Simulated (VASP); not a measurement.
# GaN (Fm-3m) in VASP: single point with LDA

Aim: the single point of GaN with LDA.

All numbers are computed with VASP 6.6.1; they aren't measurements. Logs are shortened: lines on timing, memory, paths and dates and some standing lists are left out, and cuts for length are marked.

**1. The cell of the first run**

It takes space group Fm-3m (No. 225, cubic). The conventional cell has a = 4.270 Å, b = 4.270 Å, c = 4.270 Å, α = 90.00°, β = 90.00°, γ = 90.00°. Within 2.8 Å of Ga (site symmetry m-3m) lie 6 N at 2.14 Å. Within 2.8 Å of N (site symmetry m-3m) lie 6 Ga at 2.14 Å.

**2. Single point, LDA**

Input file INCAR:

```
SYSTEM = GaN
ALGO = Normal ; EDIFF = 1E-6
ENCUT = 1330 ; GGA = CA
GGA_COMPAT = .False. ; ISIF = 2
ISMEAR = 0 ; LASPH = .True.
LCHARG = .False. ; LREAL = .False.
LWAVE = .False. ; NBANDS = 16
NELM = 120 ; PREC = Accurate
SIGMA = 0.01
```

Input file KPOINTS:

```
k-points
0
Gamma
  8 8 8
  0 0 0
```

Input file POSCAR:

```
GaN
1.0
    0.0000000000      2.1352350000      2.1352350000
    2.1352350000      0.0000000000      2.1352350000
    2.1352350000      2.1352350000      0.0000000000
Ga N
1 1
Direct
    0.0000000000      0.0000000000      0.0000000000
    0.5000000000      0.5000000000      0.5000000000
```

Potentials or basis: VASP PAW LDA potentials, release 64 (Ga_d, N_h).

On the command line:

```
cat potpaw_LDA.64/Ga_d/POTCAR potpaw_LDA.64/N_h/POTCAR > POTCAR
mpirun -np 1 vasp_std > vasp.out
```

OUTCAR:

```text
SYSTEM = GaN
   EDIFF = 1E-6
   ENCUT = 1330
   GGA = CA
   ISIF = 2
   ISMEAR = 0
   LASPH = .True.
   LREAL = .False.
   NELM = 120
   PREC = Accurate

 ion  position               nearest neighbor table
   1  0.000  0.000  0.000-   2 2.14   2 2.14   2 2.14   2 2.14   2 2.14   2 2.14
   2  0.500  0.500  0.500-   1 2.14   1 2.14   1 2.14   1 2.14   1 2.14   1 2.14

  LATTYP: Found a face centered cubic cell.
 ALAT       =     4.2704700000

  Lattice vectors:

 A1 = (   0.0000000000,   2.1352350000,   2.1352350000)
 A2 = (   2.1352350000,   0.0000000000,   2.1352350000)
 A3 = (   2.1352350000,   2.1352350000,   0.0000000000)

Analysis of symmetry for initial positions (statically):
=====================================================================
 Subroutine PRICEL returns:
 Original cell was already a primitive cell.

 Routine SETGRP: Setting up the symmetry group for a
 face centered cubic supercell.

 Subroutine GETGRP returns: Found 48 space group operations
 (whereof 48 operations were pure point group operations)
 out of a pool of 48 trial point group operations.

The static configuration has the point symmetry O_h .

Analysis of symmetry for dynamics (positions and initial velocities):
=====================================================================
 Subroutine PRICEL returns:
 Original cell was already a primitive cell.

 Routine SETGRP: Setting up the symmetry group for a
 face centered cubic supercell.

 Subroutine GETGRP returns: Found 48 space group operations
 (whereof 48 operations were pure point group operations)
 out of a pool of 48 trial point group operations.

The dynamic configuration has the point symmetry O_h .

 Subroutine INISYM returns: Found 48 space group operations
 (whereof 48 operations are pure point group operations),
 and found     1 'primitive' translations

----------------------------------------------------------------------------------------

                                     Primitive cell

  volume of cell :      19.4700

  direct lattice vectors                    reciprocal lattice vectors
     0.000000000  2.135235000  2.135235000    -0.234166263  0.234166263  0.234166263
     2.135235000  0.000000000  2.135235000     0.234166263 -0.234166263  0.234166263
     2.135235000  2.135235000  0.000000000     0.234166263  0.234166263 -0.234166263

  length of vectors
     3.019678296  3.019678296  3.019678296     0.405587864  0.405587864  0.405587864

  position of ions in fractional coordinates (direct lattice)
     0.000000000  0.000000000  0.000000000
     0.500000000  0.500000000  0.500000000

  ion indices of the primitive-cell ions
   primitive index   ion index
                 1           1
                 2           2

----------------------------------------------------------------------------------------

 KPOINTS: k-points

Automatic generation of k-mesh.
 Grid dimensions read from file:
 generate k-points for:    8    8    8

 Generating k-lattice:

  Cartesian coordinates                     Fractional coordinates (reciprocal lattice)
    -0.029270783  0.029270783  0.029270783     0.125000000  0.000000000  0.000000000
     0.029270783 -0.029270783  0.029270783     0.000000000  0.125000000  0.000000000
     0.029270783  0.029270783 -0.029270783     0.000000000  0.000000000  0.125000000

  Length of vectors
     0.050698483  0.050698483  0.050698483

  Shift w.r.t. Gamma in fractional coordinates (k-lattice)
     0.000000000  0.000000000  0.000000000

 Subroutine IBZKPT returns following result:
 ===========================================

 Found     29 irreducible k-points:

 Following reciprocal coordinates:
            Coordinates               Weight
  0.000000  0.000000  0.000000      1.000000
  0.125000  0.000000  0.000000      8.000000
  0.250000  0.000000  0.000000      8.000000
  0.375000  0.000000  0.000000      8.000000
  0.500000  0.000000  0.000000      4.000000
  0.125000  0.125000  0.000000      6.000000
[... 16 lines left out ...]
  0.500000  0.250000  0.125000     48.000000
 -0.375000  0.250000  0.125000     24.000000
 [... further k-points ...]
   k-points           NKPTS =     29   k-points in BZ     NKDIM =     29   number of bands    NBANDS=     16
   number of dos      NEDOS =    301   number of ions     NIONS =      2
   total plane-waves  NPLWV =  46656
   dimension x,y,z NGX =    36 NGY =   36 NGZ =   36
   dimension x,y,z NGXF=    72 NGYF=   72 NGZF=   72
   ions per type =               1   1
   NGX,Y,Z   is equivalent  to a cutoff of  19.82, 19.82, 19.82 a.u.
   NGXF,Y,Z  is equivalent  to a cutoff of  39.64, 39.64, 39.64 a.u.
 SYSTEM =  GaN
   PREC   = accura    normal or accurate (medium, high low for compatibility)
   ISTART =      0    job   : 0-new  1-cont  2-samecut
   ICHARG =      2    charge: 1-file 2-atom 10-const
   ISPIN  =      1    spin polarized calculation?
   LNONCOLLINEAR =      F non collinear calculations
   LSORBIT =      F    spin-orbit coupling
   LASPH  =      T    aspherical Exc in radial PAW
   ENCUT  = 1330.0 eV  97.75 Ry    9.89 a.u.   8.98  8.98  8.98*2*pi/ulx,y,z
   NELM   =    120;   NELMIN=  2; NELMDL= -5     # of ELM steps
   EDIFF  = 0.1E-05   stopping-criterion for ELM
   LREAL  =      F    real-space projection
   EDIFFG = 0.1E-04   stopping-criterion for IOM
   NSW    =      0    number of steps for IOM
   IBRION =     -1    ionic relax: 0-MD 1-quasi-New 2-CG
   NFREE  =      0    steps in history (QN), initial steepest desc. (CG)
   ISIF   =      2    stress and relaxation
   ISYM   =      2    0-nonsym 1-usesym 2-fastsym
   POTIM  = 0.5000    time-step for ionic-motion
   TEBEG  =    0.0;   TEEND  =   0.0 temperature during run
   PSTRESS=    0.0 pullay stress
   NELECT =      18.0000    total number of electrons
   NUPDOWN=      -1.0000    fix difference up-down
   EMIN   =  10.00;   EMAX   =-10.00  energy-range for DOS
   EFERMI =   0.00;   METHOD = LEGACY
   ISMEAR =     0;   SIGMA  =   0.01  broadening in eV -4-tet -1-fermi 0-gaus
   EFERMI_NEDOS =   21; number of points for ismear=-14 and -15
   IALGO  =     38    algorithm
   IMIX   =      4    mixing-type and parameters
     AMIX     =   0.40;   BMIX     =  1.00
     AMIX_MAG =   1.60;   BMIX_MAG =  1.00
  volume/ion in A,a.u.               =       9.74        65.70
  Fermi-wavevector in a.u.,A,eV,Ry     =   1.594814  3.013761 34.605481  2.543431
  Thomas-Fermi vector in A             =   2.692830
   LORBIT       =      0    0 simple, 1 ext, 2 COOP (PROOUT), +10 PAW based schemes
   GGA     = CA    functional components
   LHFCALC =     F    Hartree Fock is set to
   AEXX    =    0.0000 exact exchange contribution
   IVDW    =     0    specifies the selected vdW correction
   LEPSILON=     F    determine dielectric tensor
   LRPA    =     F    only Hartree local field effects (RPA)
 non-spin polarized calculation
 Gauss-broadening in eV      SIGMA  =   0.01
  energy-cutoff  :     1330.00
  volume of cell :       19.47
 maximum number of plane-waves:      2180
   NGX = 17   NGY = 17   NGZ = 17

 number of electron      18.0000001 magnetization

 Free energy of the ion-electron system (eV)
  ---------------------------------------------------
  ext. energy  EPLUGINS =         0.00000000
  ---------------------------------------------------
  free energy    TOTEN  =       -13.03933574 eV

  energy without entropy =      -13.03933574  energy(sigma->0) =      -13.03933574

 E-fermi :   7.7751     XC(G=0): -13.3200

 val. band max:        7.6386927641   @ k =  -0.2500   0.1250   0.0000
 cond. band min:       7.8791575235   @ k =   0.5000   0.5000   0.0000
 fundamental gap:      0.2404647594
 Fermi energy:         7.7750545878

 k-point     1 :       0.0000    0.0000    0.0000
  band No.  band energies     occupation
      1      -9.2345      2.00000
      2      -6.4525      2.00000
      3      -6.4525      2.00000
      4      -6.4525      2.00000
      5      -6.3628      2.00000
      6      -6.3628      2.00000
[... 8 lines left out ...]
     15      22.7455      0.00000
     16      22.7455      0.00000

 k-point     2 :       0.1250    0.0000    0.0000
  band No.  band energies     occupation
      1      -8.9364      2.00000
      2      -6.4624      2.00000
      3      -6.4421      2.00000
      4      -6.4421      2.00000
      5      -6.3763      2.00000
      6      -6.3763      2.00000
[... 8 lines left out ...]
     15      23.4076      0.00000
     16      23.4076      0.00000

 k-point     3 :       0.2500    0.0000    0.0000
  band No.  band energies     occupation
      1      -8.0952      2.00000
      2      -6.4903      2.00000
      3      -6.4903      2.00000
      4      -6.4817      2.00000
      5      -6.3345      2.00000
      6      -6.3345      2.00000
[... 8 lines left out ...]
     15      25.1427      0.00000
     16      25.1427      0.00000

 k-point     4 :       0.3750    0.0000    0.0000
  band No.  band energies     occupation
      1      -6.9835      2.00000
      2      -6.5607      2.00000
      3      -6.5607      2.00000
      4      -6.4507      2.00000
      5      -6.2689      2.00000
      6      -6.2689      2.00000
[... 8 lines left out ...]
     15      27.7878      0.00000
     16      27.7878      0.00000
[... 324 lines left out ...]
 k-point    22 :       0.3750    0.2500    0.1250
  band No.  band energies     occupation
      1      -7.7522      2.00000
      2      -6.5122      2.00000
      3      -6.4537      2.00000
      4      -6.3837      2.00000
      5      -6.3355      2.00000
      6      -6.0241      2.00000
[... 8 lines left out ...]
     15      28.3576      0.00000
     16      28.7530      0.00000

 k-point    23 :       0.5000    0.2500    0.1250
  band No.  band energies     occupation
      1      -7.4015      2.00000
      2      -6.5253      2.00000
      3      -6.4737      2.00000
      4      -6.3961      2.00000
      5      -6.2657      2.00000
      6      -5.2602      2.00000
[... 8 lines left out ...]
     15      28.3148      0.00000
     16      29.8687      0.00000

 k-point    24 :      -0.3750    0.2500    0.1250
  band No.  band energies     occupation
      1      -7.3118      2.00000
      2      -6.5477      2.00000
      3      -6.4721      2.00000
      4      -6.3975      2.00000
      5      -6.2376      2.00000
      6      -4.6676      2.00000
[... 8 lines left out ...]
     15      26.1792      0.00000
     16      30.7717      0.00000

 [... further k-points ...]

------------------------ aborting loop because EDIFF is reached ----------------------------------------

  FORCE on cell =-STRESS in cart. coord.  units (eV):
  Direction    XX          YY          ZZ          XY          YZ          ZX
  --------------------------------------------------------------------------------------
  -------------------------------------------------------------------------------------
  Total       -1.5535722     -1.5535722     -1.5535722     -0.0000000      0.0000000     -0.0000000
  in kB     -127.8424228   -127.8424228   -127.8424228     -0.0000000      0.0000000     -0.0000000
  external PRESSURE =    -127.8424228 kB  Pullay stress =       0.0000000 kB

 VOLUME and BASIS-vectors are now :
 -----------------------------------------------------------------------------
  energy-cutoff  :     1330.00
  volume of cell :       19.47
      direct lattice vectors                 reciprocal lattice vectors
     0.000000000  2.135235000  2.135235000    -0.234166263  0.234166263  0.234166263
     2.135235000  0.000000000  2.135235000     0.234166263 -0.234166263  0.234166263
     2.135235000  2.135235000  0.000000000     0.234166263  0.234166263 -0.234166263

 POSITION                                       TOTAL-FORCE (eV/Angst)
 -----------------------------------------------------------------------------------
      0.00000      0.00000      0.00000        -0.000000      0.000000     -0.000000
      2.13524      2.13524      2.13524         0.000000     -0.000000      0.000000
 -----------------------------------------------------------------------------------
    total drift:                                0.000000      0.000000      0.000000

  FREE ENERGIE OF THE ION-ELECTRON SYSTEM (eV)
  ---------------------------------------------------
  free  energy   TOTEN  =       -13.0393357362 eV

  energy  without entropy=      -13.0393357362  energy(sigma->0) =      -13.03933574
```

Wall time 23 s (1 thread of AMD EPYC 7R13 (Zen 3), shared host); peak memory 0.17 GiB.

Results:

```
Free energy            : -13.0393 eV
Pressure               : -12.8 GPa
Band gap on the k mesh : 0.24 eV (least direct gap 2.45 eV)
```

Caveat: the cell stands under tension; semilocal functionals underestimate gaps, and a narrow one can read as zero. A k mesh can miss the band edges.
